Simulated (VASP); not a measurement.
# Nb (Im-3m) in VASP: further runs, part 2 of 2

VASP 6.6.1. Earlier steps stand in the parts before.

## (3) Single point, PBEsol

This run uses another cell than the first one, of 14.36 Å³/atom, 0.973 times its volume.

File INCAR:

```
SYSTEM = Nb
PREC = Accurate
ENCUT = 520
EDIFF = 1E-6
ISMEAR = -1
SIGMA = 0.05
LREAL = .FALSE.
LASPH = .TRUE.
NELM = 80
ALGO = Normal
ISIF = 2
LWAVE = .FALSE.
LCHARG = .FALSE.
GGA = PS
NBANDS = 12
```

File KPOINTS:

```
Automatic mesh
0
G
  18 18 18
  0 0 0
```

File POSCAR:

```
Nb
1.0
   -1.5313504433      1.5313504433      1.5313504433
    1.5313504433     -1.5313504433      1.5313504433
    1.5313504433      1.5313504433     -1.5313504433
Nb
1
Direct
    0.0000000000      0.0000000000      0.0000000000
```

Potentials or basis: VASP PAW PBE potentials, release 64 (Nb_sv).

Command:

```sh
$ cat potpaw_PBE.64/Nb_sv/POTCAR > POTCAR
$ mpirun -np 1 vasp_std > vasp.out
```

OUTCAR:

```text
SYSTEM = Nb
   PREC = Accurate
   ENCUT = 520
   EDIFF = 1E-6
   ISMEAR = -1
   LREAL = .FALSE.
   LASPH = .TRUE.
   NELM = 80
   ISIF = 2
   GGA = PS

 ion  position               nearest neighbor table
   1  0.000  0.000  0.000-

  LATTYP: Found a body centered cubic cell.
 ALAT       =     3.0627008866

  Lattice vectors:

 A1 = (  -1.5313504433,   1.5313504433,   1.5313504433)
 A2 = (   1.5313504433,  -1.5313504433,   1.5313504433)
 A3 = (   1.5313504433,   1.5313504433,  -1.5313504433)

Analysis of symmetry for initial positions (statically):
=====================================================================
 Subroutine PRICEL returns:
 Original cell was already a primitive cell.

 Routine SETGRP: Setting up the symmetry group for a
 body centered cubic supercell.

 Subroutine GETGRP returns: Found 48 space group operations
 (whereof 48 operations were pure point group operations)
 out of a pool of 48 trial point group operations.

The static configuration has the point symmetry O_h .

Analysis of symmetry for dynamics (positions and initial velocities):
=====================================================================
 Subroutine PRICEL returns:
 Original cell was already a primitive cell.

 Routine SETGRP: Setting up the symmetry group for a
 body centered cubic supercell.

 Subroutine GETGRP returns: Found 48 space group operations
 (whereof 48 operations were pure point group operations)
 out of a pool of 48 trial point group operations.

The dynamic configuration has the point symmetry O_h .

 Subroutine INISYM returns: Found 48 space group operations
 (whereof 48 operations are pure point group operations),
 and found     1 'primitive' translations

----------------------------------------------------------------------------------------

                                     Primitive cell

  volume of cell :      14.3643

  direct lattice vectors                    reciprocal lattice vectors
    -1.531350443  1.531350443  1.531350443     0.000000000  0.326509195  0.326509195
     1.531350443 -1.531350443  1.531350443     0.326509195  0.000000000  0.326509195
     1.531350443  1.531350443 -1.531350443     0.326509195  0.326509195  0.000000000

  length of vectors
     2.652376772  2.652376772  2.652376772     0.461753731  0.461753731  0.461753731

  position of ions in fractional coordinates (direct lattice)
     0.000000000  0.000000000  0.000000000

  ion indices of the primitive-cell ions
   primitive index   ion index
                 1           1

----------------------------------------------------------------------------------------

 KPOINTS: Automatic mesh

Automatic generation of k-mesh.
 Grid dimensions read from file:
 generate k-points for:   18   18   18

 Generating k-lattice:

  Cartesian coordinates                     Fractional coordinates (reciprocal lattice)
     0.000000000  0.018139400  0.018139400     0.055555556  0.000000000  0.000000000
     0.018139400  0.000000000  0.018139400     0.000000000  0.055555556  0.000000000
     0.018139400  0.018139400  0.000000000     0.000000000  0.000000000  0.055555556

  Length of vectors
     0.025652985  0.025652985  0.025652985

  Shift w.r.t. Gamma in fractional coordinates (k-lattice)
     0.000000000  0.000000000  0.000000000

 Subroutine IBZKPT returns following result:
 ===========================================

 Found    195 irreducible k-points:

 Following reciprocal coordinates:
            Coordinates               Weight
  0.000000  0.000000  0.000000      1.000000
  0.055556  0.000000  0.000000     12.000000
  0.111111  0.000000  0.000000     12.000000
  0.166667  0.000000  0.000000     12.000000
  0.222222  0.000000  0.000000     12.000000
  0.277778  0.000000  0.000000     12.000000
[... 16 lines left out ...]
  0.333333  0.111111  0.000000     48.000000
  0.388889  0.111111  0.000000     48.000000
 [... further k-points ...]
   k-points           NKPTS =    195   k-points in BZ     NKDIM =    195   number of bands    NBANDS=     12
   number of dos      NEDOS =    301   number of ions     NIONS =      1
   total plane-waves  NPLWV =   8000
   dimension x,y,z NGX =    20 NGY =   20 NGZ =   20
   dimension x,y,z NGXF=    40 NGYF=   40 NGZF=   40
   ions per type =               1
   NGX,Y,Z   is equivalent  to a cutoff of  12.54, 12.54, 12.54 a.u.
   NGXF,Y,Z  is equivalent  to a cutoff of  25.07, 25.07, 25.07 a.u.
 SYSTEM =  Nb
   PREC   = accura    normal or accurate (medium, high low for compatibility)
   ISTART =      0    job   : 0-new  1-cont  2-samecut
   ICHARG =      2    charge: 1-file 2-atom 10-const
   ISPIN  =      1    spin polarized calculation?
   LNONCOLLINEAR =      F non collinear calculations
   LSORBIT =      F    spin-orbit coupling
   LASPH  =      T    aspherical Exc in radial PAW
   ENCUT  =  520.0 eV  38.22 Ry    6.18 a.u.   4.93  4.93  4.93*2*pi/ulx,y,z
   NELM   =     80;   NELMIN=  2; NELMDL= -5     # of ELM steps
   EDIFF  = 0.1E-05   stopping-criterion for ELM
   LREAL  =      F    real-space projection
   EDIFFG = 0.1E-04   stopping-criterion for IOM
   NSW    =      0    number of steps for IOM
   IBRION =     -1    ionic relax: 0-MD 1-quasi-New 2-CG
   NFREE  =      0    steps in history (QN), initial steepest desc. (CG)
   ISIF   =      2    stress and relaxation
   ISYM   =      2    0-nonsym 1-usesym 2-fastsym
   POTIM  = 0.5000    time-step for ionic-motion
   TEBEG  =    0.0;   TEEND  =   0.0 temperature during run
   PSTRESS=    0.0 pullay stress
   NELECT =      13.0000    total number of electrons
   NUPDOWN=      -1.0000    fix difference up-down
   EMIN   =  10.00;   EMAX   =-10.00  energy-range for DOS
   EFERMI =   0.00;   METHOD = LEGACY
   ISMEAR =    -1;   SIGMA  =   0.05  broadening in eV -4-tet -1-fermi 0-gaus
   EFERMI_NEDOS =   21; number of points for ismear=-14 and -15
   IALGO  =     38    algorithm
   IMIX   =      4    mixing-type and parameters
     AMIX     =   0.40;   BMIX     =  1.00
     AMIX_MAG =   1.60;   BMIX_MAG =  1.00
  volume/ion in A,a.u.               =      14.36        96.93
  Fermi-wavevector in a.u.,A,eV,Ry     =   1.583536  2.992450 34.117796  2.507587
  Thomas-Fermi vector in A             =   2.683292
   LORBIT       =      0    0 simple, 1 ext, 2 COOP (PROOUT), +10 PAW based schemes
   GGA     = PS    functional components
   LHFCALC =     F    Hartree Fock is set to
   AEXX    =    0.0000 exact exchange contribution
   IVDW    =     0    specifies the selected vdW correction
   LEPSILON=     F    determine dielectric tensor
   LRPA    =     F    only Hartree local field effects (RPA)
 non-spin polarized calculation
  energy-cutoff  :      520.00
  volume of cell :       14.36
 maximum number of plane-waves:       397
   NGX =  9   NGY =  9   NGZ =  9

 number of electron      12.9999999 magnetization

 Free energy of the ion-electron system (eV)
  ---------------------------------------------------
  ext. energy  EPLUGINS =         0.00000000
  ---------------------------------------------------
  free energy    TOTEN  =       -10.53047145 eV

  energy without entropy =      -10.52270785  energy(sigma->0) =      -10.52658965

 E-fermi :  14.6055     XC(G=0): -13.8472

 val. band max:       14.6013664724   @ k =   0.2778   0.2222   0.1111
 cond. band min:      14.6098224642   @ k =   0.1111   0.0000   0.0000
 fundamental gap:      0.0084559918
 Fermi energy:        14.6055009418

 k-point     1 :       0.0000    0.0000    0.0000
  band No.  band energies     occupation
      1     -39.6517      2.00000
      2     -14.2463      2.00000
      3     -14.2463      2.00000
      4     -14.2463      2.00000
      5       8.3212      2.00000
      6      14.7396      0.12815
      7      14.7396      0.12815
      8      14.7396      0.12815
      9      18.4670      0.00000
     10      18.4670      0.00000
     11      29.2618      0.00000
     12      29.2618      0.00000

 k-point     2 :       0.0556    0.0000    0.0000
  band No.  band energies     occupation
      1     -39.6347      2.00000
      2     -14.3372      2.00000
      3     -14.2725      2.00000
      4     -14.2475      2.00000
      5       8.4915      2.00000
      6      14.6274      0.78453
      7      14.7142      0.20421
      8      14.9046      0.00504
      9      18.2729      0.00000
     10      18.4615      0.00000
     11      29.4196      0.00000
     12      29.5490      0.00000
[... 316 lines left out ...]
 k-point    24 :       0.3889    0.1111    0.0000
  band No.  band energies     occupation
      1     -39.0582      2.00000
      2     -16.7603      2.00000
      3     -15.1515      2.00000
      4     -14.4066      2.00000
      5      10.2639      2.00000
      6      12.2530      2.00000
      7      16.4889      0.00000
      8      18.4742      0.00000
      9      20.0574      0.00000
     10      23.4088      0.00000
     11      27.9742      0.00000
     12      30.2528      0.00000

 [... further k-points ...]
[... 5 lines left out ...]
  --------------------------------------------------------------------------------------
  -------------------------------------------------------------------------------------
  Total        4.5525770      4.5525770      4.5525770      0.0000000     -0.0000000      0.0000000
  in kB      507.7899830    507.7899830    507.7899830      0.0000000     -0.0000000      0.0000000
  external PRESSURE =     507.7899830 kB  Pullay stress =       0.0000000 kB

 VOLUME and BASIS-vectors are now :
 -----------------------------------------------------------------------------
  energy-cutoff  :      520.00
  volume of cell :       14.36
      direct lattice vectors                 reciprocal lattice vectors
    -1.531350443  1.531350443  1.531350443     0.000000000  0.326509195  0.326509195
     1.531350443 -1.531350443  1.531350443     0.326509195  0.000000000  0.326509195
     1.531350443  1.531350443 -1.531350443     0.326509195  0.326509195  0.000000000

 POSITION                                       TOTAL-FORCE (eV/Angst)
 -----------------------------------------------------------------------------------
      0.00000      0.00000      0.00000         0.000000     -0.000000     -0.000000
 -----------------------------------------------------------------------------------
    total drift:                                0.000000     -0.000000      0.000000

  FREE ENERGIE OF THE ION-ELECTRON SYSTEM (eV)
  ---------------------------------------------------
  free  energy   TOTEN  =       -10.5304714480 eV

  energy  without entropy=      -10.5227078503  energy(sigma->0) =      -10.52658965
```

OSZICAR:

```text
N       E                     dE             d eps       ncg     rms          rms(c)
DAV:   1     0.122411898045E+03    0.12241E+03   -0.74141E+03  4728   0.111E+03
DAV:   2    -0.614281891506E+01   -0.12855E+03   -0.12349E+03  4976   0.405E+02
DAV:   3    -0.105564411623E+02   -0.44136E+01   -0.42208E+01  6696   0.679E+01
DAV:   4    -0.107938096454E+02   -0.23737E+00   -0.23594E+00  6472   0.137E+01
DAV:   5    -0.108041454345E+02   -0.10336E-01   -0.10328E-01  6832   0.235E+00    0.106E+01
DAV:   6    -0.105445242150E+02    0.25962E+00   -0.43688E-01  7600   0.868E+00    0.421E+00
DAV:   7    -0.105224495362E+02    0.22075E-01   -0.16362E-01  7648   0.528E+00    0.990E-01
DAV:   8    -0.105304085884E+02   -0.79591E-02   -0.16516E-02  5572   0.173E+00    0.682E-02
DAV:   9    -0.105304663412E+02   -0.57753E-04   -0.12613E-03  6516   0.273E-01    0.606E-02
DAV:  10    -0.105304827966E+02   -0.16455E-04   -0.45632E-05  5924   0.748E-02    0.356E-02
DAV:  11    -0.105304713983E+02    0.11398E-04   -0.13975E-05  6208   0.675E-02    0.975E-03
DAV:  12    -0.105304714480E+02   -0.49632E-07   -0.47696E-07  3928   0.867E-03
   1 F= -.10530471E+02 E0= -.10526590E+02  d E =-.776360E-02
```

Run time: 30 s. Hardware: 1 thread of Intel Xeon Platinum 8488C (Sapphire Rapids), shared host; peak memory 0.15 GiB.

What came out:

| Quantity | Value |
| --- | --- |
| Free energy | -10.5305 eV |
| Pressure | 50.8 GPa |

Caveat: the PAW data sets were made with another functional, which shifts forces and pressure a little.
